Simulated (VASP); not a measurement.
Wanted: the native input for a VASP 6.6.1 run.

* Task: relaxation of cell and atoms
* Functional: PBE
* Potentials or basis: VASP PAW PBE potentials, release 64 (Cd, Se)
* Cutoff: 600 eV
* k mesh: 13 × 13 × 13
* Occupations: fermi-dirac, width 0.05 eV
* Spin: no spin polarisation
* Target pressure: 27 GPa
* Dipole correction: no
* Further INCAR settings: ALGO = Normal; EDIFF = 1e-07; IBRION = 2; EDIFFG = -0.005; NSW = 32; ISIF = 3

The structure of CdSe (rocksalt type) lies in POSCAR:

```
CdSe
1.0
    0.0000000000      2.6410961171      2.6410961171
    2.6410961171      0.0000000000      2.6410961171
    2.6410961171      2.6410961171      0.0000000000
Cd Se
1 1
Direct
    0.0000000000      0.0000000000      0.0000000000
    0.5000000000      0.5000000000      0.5000000000
```

The input as run:

INCAR

```
SYSTEM = CdSe
PREC = Accurate ; ENCUT = 600
EDIFF = 1E-7 ; ISMEAR = -1
SIGMA = 0.05 ; LREAL = .False.
LASPH = .True. ; NELM = 80
ALGO = Normal ; ISIF = 3
LWAVE = .False. ; LCHARG = .False.
GGA = PE ; IBRION = 2
NSW = 32 ; EDIFFG = -0.005
PSTRESS = 270.0
```

KPOINTS

```
regular mesh
0
Gamma
  13 13 13
  0 0 0
```

Potentials or basis: VASP PAW PBE potentials, release 64 (Cd, Se).

Launch:

```sh
$ cat potpaw_PBE.64/Cd/POTCAR potpaw_PBE.64/Se/POTCAR > POTCAR
$ mpirun -np 1 vasp_std > vasp.out
```

It gave:

The relaxed volume is 18.53 Å³/atom and the relaxed cell is a = 3.742 Å, b = 3.742 Å, c = 3.742 Å, α = 60.00°, β = 60.00°, γ = 60.00°. The space group after relaxing (to 0.1 Å) is Fm-3m (No. 225) and the energy change on relaxing (the run minimises the enthalpy) is -17.9 meV/atom. The ionic steps are 3, the pressure after relaxing is 27.0 GPa and the band gap on the k mesh is zero (bands 9 and 10 overlap by 0.50 eV).

Caveat: the cell is relaxed towards a set pressure, so the run minimises the enthalpy, not the energy; semilocal functionals underestimate gaps, and a narrow one can read as zero.

Run time: 80 s on 1 thread of AMD EPYC 7R13 Processor (Zen 3), on a shared host, peak memory 0.18 GiB.
